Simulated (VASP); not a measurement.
Wanted: the native input for a VASP 6.6.1 run.

| Item | Value |
| --- | --- |
| Task | single point |
| Functional | r2SCAN |
| Potentials or basis | VASP PAW PBE potentials, release 64 (K_sv) |
| Cutoff | 520 eV |
| k mesh | 8 × 8 × 8 |
| Occupations | methfessel-paxton, width 0.03 eV |
| Spin | no spin polarisation |
| Dipole correction | no |
| Further INCAR settings | ALGO = Normal; EDIFF = 1e-06; NBANDS = 10 |

The system is K.

```
K
1.0
    -2.66995    2.66995    2.66995
     2.66995   -2.66995    2.66995
     2.66995    2.66995   -2.66995
K
1
Direct
  0.00000 0.00000 0.00000
```

One way to write it, as run:

POSCAR

```
K
1.0
   -2.6699463634      2.6699463634      2.6699463634
    2.6699463634     -2.6699463634      2.6699463634
    2.6699463634      2.6699463634     -2.6699463634
K
1
Direct
    0.0000000000      0.0000000000      0.0000000000
```

INCAR.step1

```
SYSTEM = K
ALGO = Normal
EDIFF = 1E-4
ENCUT = 520
GGA = PE
ISMEAR = 1
LASPH = .True.
LCHARG = .False.
LREAL = .False.
LWAVE = .True.
NBANDS = 10
NELM = 100
PREC = Accurate
SIGMA = 0.03
```

INCAR.step2

```
SYSTEM = K
ALGO = Normal
EDIFF = 1E-6
ENCUT = 520
ISIF = 2
ISMEAR = 1
ISTART = 1
LASPH = .True.
LCHARG = .False.
LMIXTAU = .True.
LREAL = .False.
LWAVE = .False.
METAGGA = R2SCAN
NBANDS = 10
NELM = 100
PREC = Accurate
SIGMA = 0.03
```

KPOINTS

```
k-points
0
Gamma
  8 8 8
  0 0 0
```

Potentials or basis: VASP PAW PBE potentials, release 64 (K_sv).

The run is started by

```console
$ cat potpaw_PBE.64/K_sv/POTCAR > POTCAR
$ cp INCAR.step1 INCAR
$ mpirun -np 1 vasp_std > vasp.out
$ cp INCAR.step2 INCAR
$ mpirun -np 1 vasp_std > vasp.out
```

Results of the run:

```
Pressure               : 0.0 GPa
Band gap on the k mesh : zero (an odd number of electrons rules out a gap without spin polarisation)
```

Caveat: the PAW data sets were made with another functional, which shifts forces and pressure a little.

Run time: 43 s on 1 thread of Intel(R) Xeon(R) Platinum 8559C (Emerald Rapids) (shared host), peak memory 0.21 GiB.
